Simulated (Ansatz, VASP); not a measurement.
**Si in VASP and in Ansatz**

```
Si
1.0
    -2.23208    2.34860    1.26429
     2.23208   -2.34860    1.26429
     2.23208    2.34860   -1.26429
Si
2
Direct
  0.80700 0.55700 0.25000
  0.19300 0.44300 0.75000
```

Change from the starting cell: volume scaled by 0.975, PAW files.

Alike in both runs: task electric field gradients; functional PBE; k mesh 16 × 16 × 16; occupations fermi-dirac, width 0.05 eV; no spin polarisation.

|  | VASP | Ansatz |
| --- | --- | --- |
| version | VASP 6.6.1 | Ansatz 0.2.0 |
| potentials or method | VASP PAW PBE potentials, release 64 (Si) | PAW with Ansatz's default frozen-core files, scalar-relativistic |
| plane-wave cutoff (eV) | 520 | 420 |
| valence electrons in the cell | 8 | 8 |

```csv
,VASP,Ansatz,Ansatz less VASP
pressure (GPa),20.3,20.4,+0.11
"traceless stress, the component that is largest in VASP (GPa)",2.18,2.19,+0.012
rms of the force components (eV/Å),0.015,0.016,+0.0018
size of Vzz on the site where it differs most (V/Å²),26.9,26.6,-0.32
```

Atom by atom the forces differ by 0.002 eV/Å (rms over components).
